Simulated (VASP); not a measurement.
Input of a VASP 6.6.1 run:

Contents of INCAR:

```
  ALGO = Normal
  EDIFF = 1E-6
  ENCUT = 500
  GGA = PE
  GGA_COMPAT = False
  ISIF = 2
  ISMEAR = 0
  LASPH = True
  LCHARG = False
  LREAL = False
  LWAVE = False
  NBANDS = 32
  NELM = 120
  PREC = Accurate
  SIGMA = 0.1
```

KPOINTS

```
k-points
0
Gamma
  9 9 2
```

File POSCAR:

```
Ti
1.0
    2.9654869832      0.0000000000      0.0000000000
   -1.4827434916      2.5681870621      0.0000000000
    0.0000000000      0.0000000000      9.5642808275
Ti
4
Direct
    0.0000000000      0.0000000000      0.0000000000
    0.0000000000      0.0000000000      0.5000000000
    0.3333333333      0.6666666667      0.7500000000
    0.6666666667      0.3333333333      0.2500000000
```

Potentials or basis: VASP PAW PBE potentials, release 64 (Ti_sv).

The run is started by

```console
$ cat potpaw_PBE.64/Ti_sv/POTCAR > POTCAR
$ mpirun -np 1 vasp_std > vasp.out
```

Problem. Predict the band gap on the k mesh.

Solution. Zero (bands 24 and 25 overlap by 1.02 eV).

Problem. Predict the pressure.

Solution. -4.5 GPa.

Stress tensor (GPa, compression positive):
```
-4.03  0.00  0.00
 0.00 -4.03  0.00
 0.00  0.00 -5.38
```

Caveat: the cell stands under tension.
